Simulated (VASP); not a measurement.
Runs of VASP 6.6.1 on MgS (Niningerite). The structure is that of space group Fm-3m (No. 225), or close to it. The cells are those of the table. 

```tsv
task	cell	cutoff (eV)	gap on the mesh (eV)	pressure (GPa)
relaxation of cell and atoms	relaxed from a = 3.679 Å, angles 60.0°, 2 atoms	600	(b)	0.1
single point	a = 3.679 Å, angles 60.0°, 2 atoms	520	3.65	-0.5
single point	a = 3.556 Å, angles 60.0°, 2 atoms	520	3.87	9.5
single point	a = 3.470 Å, angles 60.0°, 2 atoms	520	4.02	19.4
relaxation of cell and atoms	relaxed to 10 GPa from a = 3.679 Å, angles 60.0°, 2 atoms	600	(a)	10.0
relaxation of cell and atoms	relaxed to 20 GPa from a = 3.679 Å, angles 60.0°, 2 atoms	600	4.03	19.9
single point	a = 3.403 Å, angles 60.0°, 2 atoms	520	4.13	29.5
relaxation of cell and atoms	relaxed to 30 GPa from a = 3.679 Å, angles 60.0°, 2 atoms	600	4.11	30.2
```

Alike in all rows: level r2SCAN; potentials or basis VASP PAW PBE potentials, release 64 (Mg, S); no spin polarisation; k mesh 7 × 7 × 7; smearing gaussian 0.01 eV.

Q: Estimate the missing entries.

A: (a) 3.88; (b) 3.66.

Caveats: the PAW data sets were made with another functional, which shifts forces and pressure a little; the cell is relaxed towards a set pressure, so the enthalpy falls and the energy may rise (some runs).

A k mesh can miss the band edges.
